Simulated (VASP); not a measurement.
Wanted: the native input for a VASP 6.6.1 run.

```yaml
Task: single point
Functional: PBEsol
Potentials_or_basis: VASP PAW PBE potentials, release 64 (Ba_sv, Ti_sv, O_h)
Cutoff: 1340 eV
k_mesh: 7 × 7 × 7
Occupations: fermi-dirac, width 0.05 eV
Spin: no spin polarisation
Dipole_correction: no
Further_INCAR_settings: ALGO = Normal; EDIFF = 1e-06; NBANDS = 28
```

The structure of BaTiO3 lies in POSCAR:

```
BaTiO3
1.0
    3.9698719593      0.0000000000      0.0000000000
    0.0000000000      3.9698719593      0.0000000000
    0.0000000000      0.0000000000      3.9698719593
Ba Ti O
1 1 3
Direct
    0.5000000000      0.5000000000      0.5000000000
    0.0000000000      0.0000000000      0.0000000000
    0.0000000000      0.0000000000      0.5000000000
    0.0000000000      0.5000000000      0.0000000000
    0.5000000000      0.0000000000      0.0000000000
```

The input as run:

INCAR

```
SYSTEM = BaTiO3
  ALGO = Normal
  EDIFF = 1E-6
  ENCUT = 1340
  GGA = PS
  GGA_COMPAT = .FALSE.
  ISIF = 2
  ISMEAR = -1
  LASPH = .TRUE.
  LCHARG = .TRUE.
  LELF = .TRUE.
  LREAL = .FALSE.
  LVHAR = .TRUE.
  LWAVE = .FALSE.
  NBANDS = 28
  NELM = 120
  PREC = Accurate
  SIGMA = 0.05
```

KPOINTS

```
k-points
0
G
  7 7 7
  0 0 0
```

Potentials or basis: VASP PAW PBE potentials, release 64 (Ba_sv, Ti_sv, O_h).

Launch:

```console
$ cat potpaw_PBE.64/Ba_sv/POTCAR potpaw_PBE.64/Ti_sv/POTCAR potpaw_PBE.64/O_h/POTCAR > POTCAR
$ mpirun -np 1 vasp_std > vasp.out
```

It gave:

```json
{"Pressure": "1.9 GPa", "Band gap on the k mesh": "1.81 eV (least direct gap 1.87 eV)"}
```

Caveat: the PAW data sets were made with another functional, which shifts forces and pressure a little; spin-orbit coupling is left out, which moves the levels of the heavy elements; an odd mesh through Γ misses points on the zone boundary, where band edges can lie.

Wall time 76 s on 1 thread of Intel(R) Xeon(R) 6975P-C (Granite Rapids), on a shared host, peak memory 0.42 GiB.
